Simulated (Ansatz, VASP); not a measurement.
## Two plane-wave programs on RbBr

POSCAR

```
RbBr
1.0
    0.0000000000      3.4608261073      3.4608261073
    3.6362899909      0.0000000000      3.4608261073
    3.6362899909      3.4608261073      0.0000000000
Rb Br
1 1
Direct
    0.0000000000      0.0000000000      0.0000000000
    0.5000000000      0.5000000000      0.5000000000
```

Contents of INCAR.step1:

```
ALGO = Normal ; EDIFF = 1E-4
ENCUT = 520 ; GGA = PE
ISMEAR = 0 ; LASPH = True
LCHARG = False ; LREAL = False
LWAVE = True ; NBANDS = 15
NELM = 100 ; PREC = Accurate
SIGMA = 0.01
```

INCAR.step2

```
ALGO = Normal ; EDIFF = 1E-6
ENCUT = 520 ; ISIF = 2
ISMEAR = 0 ; ISTART = 1
LASPH = True ; LCHARG = True
LELF = True ; LMIXTAU = True
LREAL = False ; LVHAR = True
LWAVE = False ; METAGGA = R2SCAN
NBANDS = 15 ; NELM = 100
PREC = Accurate ; SIGMA = 0.01
```

File KPOINTS:

```
k-points
0
Gamma
  6 6 6
```

Input for Ansatz:

```yaml
crystal:
  lattice:
    - [0.0, 3.4608261073, 3.4608261073]
    - [3.6362899909, 0.0, 3.4608261073]
    - [3.6362899909, 3.4608261073, 0.0]
  atoms:
    - { symbol: Rb, position: [0.0, 0.0, 0.0] }
    - { symbol: Br, position: [0.5, 0.5, 0.5] }
kpoints:
  mp_grid: { grid: [6, 6, 6] }
  band_path:
    path:
      - [0.0, 0.0, 0.0]
      - [0.5, 0.0, 0.5]
      - [0.625, 0.25, 0.625]
      - [0.375, 0.375, 0.75]
      - [0.5, 0.5, 0.5]
      - [0.5, 0.25, 0.75]
    npoints: 1
hamiltonian:
  xc: r2scan
scf:
  occupations: { method: fixed }
  n_extra_bands: 4
output:
  forces: true
  stress: true
  eigenvalues: true
```

Change from the starting cell: uniaxial_x strain +5.1%.

Alike in both runs: task single point; functional r2SCAN; k mesh 6 × 6 × 6; no spin polarisation.

|  | VASP | Ansatz |
| --- | --- | --- |
| version | VASP 6.6.1 | Ansatz 0.2.0 |
| potentials or method | VASP PAW PBE potentials, release 64 (Rb_sv, Br) | plane waves, PAW |
| plane-wave cutoff (eV) | 520 | 500 |
| occupations | gaussian, width 0.01 eV | fixed |
| valence electrons in the cell | 16 | 16 |

|  | VASP | Ansatz | Ansatz less VASP |
| --- | --- | --- | --- |
| gap on the k mesh at the Fermi level (eV) | 4.75 | 4.75 | 0.000 |
| pressure (GPa) | -0.5 | -0.5 | -0.01 |
| traceless stress, the component that is largest in VASP (GPa) | -0.70 | -0.69 | +0.006 |

VASP's potentials were made for PBE, not for r2SCAN.
